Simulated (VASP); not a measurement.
A run of VASP 6.6.1:

The input INCAR:

```
SYSTEM = Al2O3
ALGO = Normal ; EDIFF = 1E-7
ENCUT = 520 ; GGA = PS
ISIF = 2 ; ISMEAR = 0
LASPH = .TRUE. ; LCHARG = .FALSE.
LREAL = .FALSE. ; LWAVE = .FALSE.
NBANDS = 35 ; NELM = 80
PREC = Accurate ; SIGMA = 0.05
```

File KPOINTS:

```
k-points
0
G
  6 6 6
  0 0 0
```

POSCAR

```
Al2O3
1.0
    2.4035532399      1.3876921101      4.7330770401
   -2.4035532399      1.3876921101      4.7330770401
    0.0000000000     -2.7753842202      4.7330770401
Al O
4 6
Direct
    0.8520350473      0.8520350473      0.8520350473
    0.6479649527      0.6479649527      0.6479649527
    0.1479649527      0.1479649527      0.1479649527
    0.3520350473      0.3520350473      0.3520350473
    0.0558571577      0.4441428423      0.7500000000
    0.7500000000      0.0558571577      0.4441428423
    0.4441428423      0.7500000000      0.0558571577
    0.9441428423      0.5558571577      0.2500000000
    0.2500000000      0.9441428423      0.5558571577
    0.5558571577      0.2500000000      0.9441428423
```

Potentials or basis: VASP PAW PBE potentials, release 64 (Al, O).

Run with:

```console
$ cat potpaw_PBE.64/Al/POTCAR potpaw_PBE.64/O/POTCAR > POTCAR
$ mpirun -np 1 vasp_std > vasp.out
```

Hardware: 1 thread of Intel Xeon 8259CL, on a shared host.

Task: How long does it take, and how much memory?

Result: It took 5.6 min on 1 thread of Intel Xeon 8259CL, on a shared host, peak memory 0.28 GiB. Counts: scf iterations 14, k points 32.
